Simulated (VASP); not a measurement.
Input of a VASP 6.6.1 run:

File INCAR:

```
ALGO     = Normal         # electronic algorithm
EDIFF    = 1E-6           # SCF threshold, eV
EDIFFG   = -0.005         # ionic threshold
ENCUT    = 600            # plane-wave cutoff, eV
GGA      = PE             # functional
IBRION   = 2              # ionic algorithm
ISIF     = 3              # what is computed and relaxed
ISMEAR   = -1             # smearing method
LASPH    = T              # aspherical terms in the spheres
LCHARG   = F              # write CHGCAR
LREAL    = F              # projectors in reciprocal space
LWAVE    = F              # write WAVECAR
NELM     = 80             # most SCF steps
NSW      = 32             # ionic steps
PREC     = Accurate       # precision mode
SIGMA    = 0.05           # smearing width, eV
```

KPOINTS

```
k-points
0
Gamma
  9 9 9
```

The input POSCAR:

```
RbCd
1.0
    4.5683629778      0.0000000000      0.0000000000
    0.0000000000      4.5683629778      0.0000000000
    0.0000000000      0.0000000000      4.5683629778
Rb Cd
1 1
Direct
    0.0000000000      0.0000000000      0.0000000000
    0.5000000000      0.5000000000      0.5000000000
```

Potentials or basis: VASP PAW PBE potentials, release 64 (Rb_sv, Cd).

Launch:

```sh
$ cat potpaw_PBE.64/Rb_sv/POTCAR potpaw_PBE.64/Cd/POTCAR > POTCAR
$ mpirun -np 1 vasp_std > vasp.out
```

**Question.** Predict the relaxed volume.

**Answer.** 47.34 Å³/atom.

**Question.** Estimate the relaxed cell.

**Answer.** a = 4.558 Å, b = 4.558 Å, c = 4.558 Å, α = 90.00°, β = 90.00°, γ = 90.00°.

Step by step:
```tsv
step	energy change (eV)	largest force (eV/Å)	pressure (GPa)	volume (Å³)
1	0.0000	0.0000	-0.05	95.34
2	-0.0001	0.0000	-0.04	95.13
3	-0.0001	0.0000	0.02	94.48
4	-0.0001	0.0000	-0.01	94.68
```
